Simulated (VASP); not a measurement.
## HfRu3: single point with PBE

HfRu3:

```
CELL_PARAMETERS angstrom
3.91622 0.00000 0.00000
0.00000 3.91622 0.00000
0.00000 0.00000 3.95577
ATOMIC_POSITIONS crystal
Hf 0.00000 0.00000 0.00000
Ru 0.00000 0.50000 0.50000
Ru 0.50000 0.00000 0.50000
Ru 0.50000 0.50000 0.00000
```

```yaml
Program: VASP 6.6.1
Task: single point
Functional: PBE
Potentials_or_basis: VASP PAW PBE potentials, release 64 (Hf_pv, Ru_pv)
Cutoff: 520 eV
k_mesh: 6 × 6 × 6
Occupations: fermi-dirac, width 0.05 eV
Spin: no spin polarisation
```

The pressure is 2.9 GPa. The band gap on the k mesh is zero (bands 26 and 27 overlap by 3.02 eV).

Stress tensor (GPa, compression positive):
```
3.42 0.00 0.00
0.00 3.42 0.00
0.00 0.00 1.88
```

Levels at points of the mesh, in eV from the Fermi level:
| k point | band 24 | band 25 | band 26 | band 27 | band 28 | band 29 | band 30 | band 31 |
| --- | --- | --- | --- | --- | --- | --- | --- | --- |
| (0.00, 0.00, 0.00) | 0.59 | 1.72 | 2.17 | 2.17 | 2.24 | 3.77 | 3.98 | 3.98 |
| (0.50, 0.00, 0.00) | -0.69 | -0.36 | -0.34 | -0.27 | 0.83 | 2.17 | 2.32 | 2.34 |
| (0.50, 0.50, 0.00) | -1.11 | -0.87 | -0.84 | -0.84 | -0.01 | 0.06 | 3.14 | 3.14 |
| (0.00, 0.00, 0.50) | -0.76 | -0.31 | -0.31 | -0.29 | 0.88 | 2.25 | 2.40 | 2.40 |
| (0.50, 0.00, 0.50) | -1.12 | -0.89 | -0.86 | -0.86 | -0.06 | 0.02 | 3.10 | 3.12 |
| (0.50, 0.50, 0.50) | -0.92 | 0.94 | 1.61 | 1.63 | 1.63 | 1.73 | 1.77 | 1.77 |

Run time: 48 s on 1 thread of Intel(R) Xeon(R) Platinum 8488C (Sapphire Rapids), with other jobs on the host, peak memory 0.2 GiB.

Caveat: spin-orbit coupling is left out, which moves the levels of the heavy elements.
